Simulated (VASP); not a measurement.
Crystal: MgSe.

```
Mg Se
1.0
     0.00000    2.73667    2.73667
     2.73667    0.00000    2.73667
     2.73667    2.73667    0.00000
Mg Se
1 1
Cartesian
  0.0000 0.0000 0.0000
  2.7367 2.7367 2.7367
```

Base run:

```yaml
Program: VASP 6.6.1
Functional: PBE0
Potentials_or_basis: VASP PAW PBE potentials, release 64 (Mg, Se)
Cutoff: 520 eV
k_mesh: 8 × 8 × 8
Occupations: fermi-dirac, width 0.02 eV
Spin: no spin polarisation
```

Its results: band gap on the k mesh 3.32 eV (least direct gap 4.15 eV); pressure -0.6 GPa.

Task: The run is repeated on the same cell with these changes: functional from PBE0 to HSE06. What comes out?

Result: Band gap on the k mesh 2.62 eV (least direct gap 3.49 eV); pressure -0.6 GPa.

Caveats: the PAW data sets were made with another functional, which shifts forces and pressure a little.

A k mesh can miss the band edges.
